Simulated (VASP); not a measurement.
Runs of VASP 6.6.1 on CaO. The structure is that of space group F-43m (No. 216), or close to it. The cells are those of the table. 

```tsv
level	cell	gap on the mesh (eV)	pressure (GPa)
r2SCAN	a = 3.649 Å, angles 60.0°, 2 atoms	3.84	3.7
PBE	a = 3.686 Å, angles 60.0°, 2 atoms	3.33	1.9
PBE	a = 3.670 Å, angles 60.0°, 2 atoms	(b)	3.0
r2SCAN	a = 3.686 Å, angles 60.0°, 2 atoms	3.73	0.9
r2SCAN	a = 3.611 Å, angles 60.0°, 2 atoms	3.95	6.9
r2SCAN	a = 3.723 Å, angles 60.0°, 2 atoms	3.63	(a)
PBE	a = 3.744 Å, angles 60.0°, 2 atoms	3.17	-1.7
PBE	a = 3.631 Å, angles 60.0°, 2 atoms	3.48	6.0
r2SCAN	a = 3.759 Å, angles 60.0°, 2 atoms	3.53	-3.5
PBE	a = 3.707 Å, angles 60.0°, 2 atoms	3.27	0.5
PBE	a = 3.780 Å, angles 60.0°, 2 atoms	3.07	-3.5
```

Alike in all rows: task single point; potentials or basis VASP PAW PBE potentials, release 64 (Ca_sv, O); no spin polarisation; k mesh 8 × 8 × 8; cutoff (eV) 520; smearing gaussian 0.01 eV.

Problem. Estimate the missing entries.

Solution. (a) -1.5; (b) 3.37.

Caveats: the PAW data sets were made with another functional, which shifts forces and pressure a little (some runs).

A k mesh can miss the band edges.
